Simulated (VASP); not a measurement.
# NaMg2Si2 (P4/mmm) in VASP: a series of runs, part 2 of 2

VASP 6.6.1.

### 3 Single point, PBE

This run uses another cell than the first one, of 28.42 Å³/atom.

File INCAR:

```
PREC = Accurate
ENCUT = 520
EDIFF = 1E-6
ISMEAR = 0
SIGMA = 0.1
LREAL = F
LASPH = T
NELM = 100
ALGO = Normal
ISIF = 2
LWAVE = F
LCHARG = T
GGA = PE
LELF = T
LVHAR = T
NBANDS = 18
```

File KPOINTS:

```
regular mesh
0
Gamma
  6 6 4
```

File POSCAR:

```
NaMg2Si2
1.0
    3.8036144026      0.0000000000      0.0000000000
    0.0000000000      3.8036144026      0.0000000000
    0.0000000000      0.0000000000      9.8236512358
Na Mg Si
1 2 2
Direct
    0.0000000000      0.0000000000      0.5000000000
    0.0000000000      0.0000000000      0.8421735432
    0.0000000000      0.0000000000      0.1578264568
    0.5000000000      0.5000000000      0.8817542470
    0.5000000000      0.5000000000      0.1182457530
```

Potentials or basis: VASP PAW PBE potentials, release 64 (Na_pv, Mg, Si).

On the command line:

```console
$ cat potpaw_PBE.64/Na_pv/POTCAR potpaw_PBE.64/Mg/POTCAR potpaw_PBE.64/Si/POTCAR > POTCAR
$ mpirun -np 1 vasp_std > vasp.out
```

OUTCAR:

```text
PREC = Accurate
   ENCUT = 520
   EDIFF = 1E-6
   ISMEAR = 0
   LREAL = F
   LASPH = T
   NELM = 100
   ISIF = 2
   GGA = PE

 ion  position               nearest neighbor table
   1  0.000  0.000  0.500-
   2  0.000  0.000  0.842-   4 2.72   4 2.72   4 2.72   4 2.72   3 3.10
   3  0.000  0.000  0.158-   5 2.72   5 2.72   5 2.72   5 2.72   2 3.10
   4  0.500  0.500  0.882-   5 2.32   2 2.72   2 2.72   2 2.72   2 2.72
   5  0.500  0.500  0.118-   4 2.32   3 2.72   3 2.72   3 2.72   3 2.72

  LATTYP: Found a simple tetragonal cell.
 ALAT       =     3.8036144026
 C/A-ratio  =     2.5827148065

  Lattice vectors:

 A1 = (   3.8036144026,   0.0000000000,   0.0000000000)
 A2 = (   0.0000000000,   3.8036144026,   0.0000000000)
 A3 = (   0.0000000000,   0.0000000000,   9.8236512358)

Analysis of symmetry for initial positions (statically):
=====================================================================
 Subroutine PRICEL returns:
 Original cell was already a primitive cell.

 Routine SETGRP: Setting up the symmetry group for a
[... 176 lines left out ...]
 val. band max:        2.0346686151   @ k =   0.5000   0.3333   0.5000
 cond. band min:       2.1418177024   @ k =   0.3333   0.1667   0.2500
 fundamental gap:      0.1071490873
 Fermi energy:         2.1406117374

 k-point     1 :       0.0000    0.0000    0.0000
  band No.  band energies     occupation
      1     -23.2018      2.00000
      2     -23.1777      2.00000
      3     -23.1777      2.00000
      4      -7.7097      2.00000
      5      -5.0636      2.00000
      6      -1.3734      2.00000
[... 481 lines left out ...]
      5      -3.7109      2.00000
      6      -2.9514      2.00000
[... 10 lines left out ...]
     17       6.9713      0.00000
     18       7.1269      0.00000

 [... further k-points ...]

------------------------ aborting loop because EDIFF is reached ----------------------------------------

  FORCE on cell =-STRESS in cart. coord.  units (eV):
  Direction    XX          YY          ZZ          XY          YZ          ZX
  --------------------------------------------------------------------------------------
  -------------------------------------------------------------------------------------
  Total       -0.0722559     -0.0722559      0.1666573      0.0000000      0.0000000     -0.0000000
  in kB       -0.8145509     -0.8145509      1.8787502      0.0000000      0.0000000     -0.0000000
  external PRESSURE =       0.0832161 kB  Pullay stress =       0.0000000 kB

 VOLUME and BASIS-vectors are now :
 -----------------------------------------------------------------------------
  energy-cutoff  :      520.00
  volume of cell :      142.12
      direct lattice vectors                 reciprocal lattice vectors
     3.803614403  0.000000000  0.000000000     0.262907828  0.000000000  0.000000000
     0.000000000  3.803614403  0.000000000     0.000000000  0.262907828  0.000000000
     0.000000000  0.000000000  9.823651236     0.000000000  0.000000000  0.101795145

 POSITION                                       TOTAL-FORCE (eV/Angst)
 -----------------------------------------------------------------------------------
      0.00000      0.00000      4.91183         0.000000     -0.000000      0.000000
      0.00000      0.00000      8.27322        -0.000000      0.000000      0.014779
      0.00000      0.00000      1.55043         0.000000     -0.000000     -0.014779
      1.90181      1.90181      8.66205         0.000000      0.000000      0.010294
      1.90181      1.90181      1.16161         0.000000     -0.000000     -0.010294
 -----------------------------------------------------------------------------------
    total drift:                               -0.000000     -0.000000      0.000000

  FREE ENERGIE OF THE ION-ELECTRON SYSTEM (eV)
  ---------------------------------------------------
  free  energy   TOTEN  =       -13.4548356834 eV

  energy  without entropy=      -13.4414569666  energy(sigma->0) =      -13.44814632
```

OSZICAR:

```text
N       E                     dE             d eps       ncg     rms          rms(c)
DAV:   1     0.718661301068E+02    0.71866E+02   -0.75449E+03  1080   0.833E+02
DAV:   2    -0.988457070538E+01   -0.81751E+02   -0.77082E+02  1270   0.177E+02
DAV:   3    -0.150665206746E+02   -0.51819E+01   -0.51234E+01  1392   0.463E+01
DAV:   4    -0.151604843570E+02   -0.93964E-01   -0.93743E-01  1352   0.650E+00
DAV:   5    -0.151634496804E+02   -0.29653E-02   -0.29645E-02  1500   0.120E+00    0.467E+00
DAV:   6    -0.134893852064E+02    0.16741E+01   -0.42831E+00  1174   0.496E+00    0.200E+00
DAV:   7    -0.134705056474E+02    0.18880E-01   -0.39574E-01  1302   0.218E+00    0.126E+00
DAV:   8    -0.134559723894E+02    0.14533E-01   -0.33365E-02  1222   0.935E-01    0.180E-01
DAV:   9    -0.134549484433E+02    0.10239E-02   -0.63265E-03  1364   0.361E-01    0.131E-01
DAV:  10    -0.134548544916E+02    0.93952E-04   -0.76573E-04  1262   0.109E-01    0.873E-02
DAV:  11    -0.134548409079E+02    0.13584E-04   -0.93394E-05  1330   0.462E-02    0.194E-02
DAV:  12    -0.134548357688E+02    0.51391E-05   -0.10920E-05  1350   0.147E-02    0.676E-03
DAV:  13    -0.134548356834E+02    0.85408E-07   -0.21840E-06  1218   0.839E-03
   1 F= -.13454836E+02 E0= -.13448146E+02  d E =-.133787E-01
```

stdout:

```text
POSCAR found type information on POSCAR NaMgSi
 POSCAR found :  3 types and       5 ions
 scaLAPACK will be used
 LDA part: xc-table for (Slater+PW92), standard interpolation
 POSCAR, INCAR and KPOINTS ok, starting setup
 FFT: planning ... GRIDC
 FFT: planning ... GRID_SOFT
 FFT: planning ... GRID
 WAVECAR not read
 entering main loop
```

Run time: 1.8 min. Hardware: 1 thread of Intel Xeon 8259CL, shared host; peak memory 0.27 GiB.

Results:

| Quantity | Value |
| --- | --- |
| Free energy | -13.4548 eV |
| Pressure | 0.0 GPa |
| Largest force | 0.015 eV/Å |
| Band gap on the k mesh | zero (an odd number of electrons rules out a gap without spin polarisation) |

Forces on the atoms (eV/Å):
```
Na   0.000  0.000  0.000
Mg   0.000  0.000  0.015
Mg   0.000  0.000 -0.015
Si   0.000  0.000  0.010
Si   0.000  0.000 -0.010
```

Levels at points of the mesh, in eV from the Fermi level:
```tsv
k point	band 7	band 8	band 9	band 10	band 11	band 12
(0.00, 0.00, 0.00)	-0.58	-0.36	-0.36	0.16	1.32	1.70
(0.50, 0.00, 0.00)	-3.04	-1.92	-0.17	0.50	1.64	2.54
(0.50, 0.50, 0.00)	-3.57	-1.58	-1.58	-1.23	-0.79	0.83
(0.00, 0.00, 0.50)	-1.76	-0.36	-0.36	1.32	1.70	1.70
(0.50, 0.00, 0.50)	-3.10	-1.82	0.50	0.63	0.90	0.91
(0.50, 0.50, 0.50)	-3.57	-1.60	-1.60	-1.20	-0.75	0.63
```

### 4 Relaxation of cell and atoms, PBE

File INCAR:

```
  ALGO = Normal
  EDIFF = 1E-6
  EDIFFG = -0.04
  ENCUT = 600
  GGA = PE
  IBRION = 2
  ISIF = 3
  ISMEAR = 0
  LASPH = True
  LCHARG = False
  LREAL = False
  LWAVE = False
  NELM = 80
  NSW = 90
  PREC = Accurate
  SIGMA = 0.1
```

File KPOINTS:

```
k-points
0
Gamma
  6 6 4
```

File POSCAR:

```
NaMg2Si2
1.0
    3.6297081200      0.0000000000      0.0000000000
    0.0000000000      3.6297081200      0.0000000000
    0.0000000000      0.0000000000      6.6593255300
Na Mg Si
1 2 2
Direct
    0.0000000000      0.0000000000      0.5000000000
    0.0000000000      0.0000000000      0.8305573000
    0.0000000000      0.0000000000      0.1694427000
    0.5000000000      0.5000000000      0.8649175000
    0.5000000000      0.5000000000      0.1350825000
```

Potentials or basis: VASP PAW PBE potentials, release 64 (Na_pv, Mg, Si).

On the command line:

```console
$ cat potpaw_PBE.64/Na_pv/POTCAR potpaw_PBE.64/Mg/POTCAR potpaw_PBE.64/Si/POTCAR > POTCAR
$ mpirun -np 1 vasp_std > vasp.out
```

OUTCAR:

```text
EDIFF = 1E-6
   EDIFFG = -0.04
   ENCUT = 600
   GGA = PE
   IBRION = 2
   ISIF = 3
   ISMEAR = 0
   LASPH = True
   LREAL = False
   NELM = 80
   NSW = 90
   PREC = Accurate

 ion  position               nearest neighbor table
   1  0.000  0.000  0.500-   2 2.20   3 2.20
   2  0.000  0.000  0.831-   1 2.20   3 2.26   4 2.58   4 2.58   4 2.58   4 2.58   5 3.27   5 3.27
                             5 3.27   5 3.27
   3  0.000  0.000  0.169-   1 2.20   2 2.26   5 2.58   5 2.58   5 2.58   5 2.58   4 3.27   4 3.27
                             4 3.27   4 3.27
   4  0.500  0.500  0.865-   5 1.80   2 2.58   2 2.58   2 2.58   2 2.58   3 3.27   3 3.27   3 3.27
                             3 3.27
   5  0.500  0.500  0.135-   4 1.80   3 2.58   3 2.58   3 2.58   3 2.58   2 3.27   2 3.27   2 3.27
                             2 3.27

  LATTYP: Found a simple tetragonal cell.
 ALAT       =     3.6297081200
 C/A-ratio  =     1.8346724612

  Lattice vectors:

 A1 = (   3.6297081200,   0.0000000000,   0.0000000000)
[... 773 lines left out ...]
--------------------------------------- Ionic step       31  -------------------------------------------

 number of electron      18.9999970 magnetization

 Free energy of the ion-electron system (eV)
  ---------------------------------------------------
  ext. energy  EPLUGINS =         0.00000000
  ---------------------------------------------------
  free energy    TOTEN  =       -14.40289299 eV

  energy without entropy =      -14.39243408  energy(sigma->0) =      -14.39766353

 E-fermi :   3.9882     XC(G=0):  -9.0470

 val. band max:        3.9596800144   @ k =   0.5000   0.3333   0.5000
 cond. band min:       4.0062019248   @ k =   0.5000   0.3333   0.5000
 fundamental gap:      0.0465219104
 Fermi energy:         3.9882434074

 k-point     1 :       0.0000    0.0000    0.0000
  band No.  band energies     occupation
      1     -20.2193      2.00000
      2     -20.1989      2.00000
      3     -20.1989      2.00000
      4      -5.9924      2.00000
      5      -5.8009      2.00000
      6      -1.5800      2.00000
      7       0.1787      2.00000
      8       1.3067      2.00000
      9       6.0855      0.00000
     10       6.6928      0.00000
     11       8.2861      0.00000
     12       8.2861      0.00000
     13       8.3325      0.00000
[... 400 lines left out ...]
  FREE ENERGIE OF THE ION-ELECTRON SYSTEM (eV)
  ---------------------------------------------------
  free  energy   TOTEN  =       -14.4028929899 eV

  energy  without entropy=      -14.3924340751  energy(sigma->0) =      -14.39766353

 reached required accuracy - stopping structural energy minimisation
```

OSZICAR:

```text
N       E                     dE             d eps       ncg     rms          rms(c)
DAV:   1     0.963258186348E+02    0.96326E+02   -0.89044E+03   780   0.140E+03
DAV:   2    -0.195049101801E+01   -0.98276E+02   -0.94856E+02   800   0.278E+02
DAV:   3    -0.993714950291E+01   -0.79867E+01   -0.77207E+01  1049   0.721E+01
[... 271 lines left out ...]
       N       E                     dE             d eps       ncg     rms          rms(c)
DAV:   1    -0.144029710420E+02   -0.57119E-03   -0.60106E-03   840   0.829E-01    0.698E-02
DAV:   2    -0.144029200596E+02    0.50982E-04   -0.18918E-04   900   0.147E-01    0.402E-02
DAV:   3    -0.144028938070E+02    0.26253E-04   -0.36658E-05   925   0.741E-02    0.606E-03
DAV:   4    -0.144028929899E+02    0.81706E-06   -0.25741E-06   634   0.179E-02
  31 F= -.14402893E+02 E0= -.14397664E+02  d E =-.493815E-03
```

CONTCAR:

```text
NaMg2Si2
   1.00000000000000
     3.0162523580995879   -0.0000000000000000   -0.0000000000000000
     0.0000000000000000    3.0162523580995879   -0.0000000000000000
    -0.0000000000000000    0.0000000000000000   11.2088966822974037
  Na              Mg              Si
     1     2     2
Direct
     0.0000000000000000    1.0000000000000000    0.5000000000000000
     0.0000000000000000    0.0000000000000000    0.8694371513766698
     0.0000000000000000    0.0000000000000000    0.1305628486233300
     0.5000000000000000    0.5000000000000000    0.7040347243781628
     0.5000000000000000    0.5000000000000000    0.2959652756218369

  0.00000000E+00  0.00000000E+00  0.00000000E+00
  0.00000000E+00  0.00000000E+00  0.00000000E+00
  0.00000000E+00  0.00000000E+00  0.00000000E+00
  0.00000000E+00  0.00000000E+00  0.00000000E+00
  0.00000000E+00  0.00000000E+00  0.00000000E+00
```

Wall time 13 min (1 thread of Intel Xeon 8259CL, shared host); peak memory 0.25 GiB.

What came out:

```yaml
Free_energy: -14.4029 eV
Relaxed_volume: 20.40 Å³/atom
Relaxed_cell: a = 3.016 Å, b = 3.016 Å, c = 11.209 Å, α = 90.00°, β = 90.00°, γ = 90.00°
Space_group_after_relaxing_to_0.1_Å: P4/mmm (No. 123)
Energy_gained_by_relaxing: 1263.1 meV/atom
Ionic_steps: 31
Pressure_after_relaxing: 0.0 GPa
Largest_force_after_relaxing: 0.030 eV/Å
Band_gap_on_the_k_mesh: zero (an odd number of electrons rules out a gap without spin polarisation)
```

Forces in eV/Å, atoms in the order of the input:
```
Na   0.000  0.000  0.000
Mg   0.000  0.000 -0.030
Mg   0.000  0.000  0.030
Si   0.000  0.000  0.018
Si   0.000  0.000 -0.018
```

Stress tensor (GPa, compression positive):
```
 0.09  0.00  0.00
 0.00  0.09  0.00
 0.00  0.00 -0.26
```

The path:
```
step  energy change (eV)  largest force (eV/Å)  pressure (GPa)  volume (Å³)
   1              0.0000               13.7630           33.40        87.74
   2             -4.6623                0.1749           -2.80       138.67
   3             -4.6631                0.1794           -2.75       138.39
   4             -4.6653                0.1971           -2.59       137.29
   5             -4.6662                0.2128           -2.42       136.21
   6             -4.8105                0.3458           -0.44       128.64
   7             -4.8223                0.4217            0.39       126.15
   8             -4.8590                0.4347            0.25       126.22
   9             -4.9676                0.4908           -0.34       126.39
  10             -5.1651                0.3667           -1.79       126.58
  11             -5.1867                1.2542           -4.49       126.37
  12             -5.2203                0.7903           -3.56       126.56
  13             -5.2286                0.7999           -3.59       126.35
  14             -5.2562                0.8263           -3.72       125.72
  15             -5.3225                0.8997           -3.96       124.44
  16             -5.4644                1.1510           -4.30       121.79
  17             -5.3440                2.3903           -4.03       116.22
  18             -5.4976                1.6824           -4.36       119.87
  19             -5.6095                1.7994           -4.17       117.19
  20             -5.7273                1.8290           -3.75       112.71
  21             -5.7037                1.8062           -2.18       103.66
  22             -5.7525                1.7935           -3.33       109.60
  23             -5.8842                1.5928           -3.04       108.23
  24             -6.1860                0.9331           -1.63       104.16
  25             -6.2068                0.6913            3.77        96.32
  26             -6.3064                0.1903            0.60       100.24
  27             -6.3076                0.1089            0.88        99.84
  28             -6.3123                0.0816            0.54       100.61
  29             -6.3150                0.0310           -0.15       102.22
  30             -6.3152                0.0410           -0.01       101.89
  31             -6.3157                0.0300           -0.03       101.98
```

Final structure:
```
CELL_PARAMETERS angstrom
3.01625 0.00000 0.00000
0.00000 3.01625 0.00000
0.00000 0.00000 11.20890
ATOMIC_POSITIONS crystal
Na 0.00000 0.00000 0.50000
Mg 0.00000 0.00000 0.86944
Mg 0.00000 0.00000 0.13056
Si 0.50000 0.50000 0.70403
Si 0.50000 0.50000 0.29597
```

Caveat: the volume moved by over 15 % at a fixed basis, so the end points are rough.

### 5 Summary

| task | cell | cutoff (eV) | gap on the mesh (eV) | pressure (GPa) | largest force (eV/Å) |
| --- | --- | --- | --- | --- | --- |
| single point | a = 3.630, b = 3.630, c = 6.659 Å, 5 atoms, atomic positions A | 520 | none | 33.4 | 13.76 |
| single point | a = 3.804, b = 3.804, c = 9.824 Å, 5 atoms, atomic positions B | 520 | none | 0.0 | 0.01 |
| relaxation of cell and atoms | relaxed from a = 3.630, b = 3.630, c = 6.659 Å, 5 atoms, atomic positions A | 600 | none | 0.0 | 0.03 |

Alike in all rows: level PBE; potentials or basis VASP PAW PBE potentials, release 64 (Na_pv, Mg, Si); no spin polarisation; k mesh 6 × 6 × 4; smearing gaussian 0.1 eV.

Caveats: the stress differs along the axes, from 11 to 79 GPa (at least some runs); forces of over 1 eV/Å act on the atoms, so gaps and moduli don't describe the material at rest (at least some runs); the volume moved by over 15 % at a fixed basis, so the end points are rough (at least some runs).

Total energies depend on the potentials used, so only differences within one code and one set of settings carry meaning.

The gap in the log of VASP goes by the Fermi energy; the results here count the filled bands.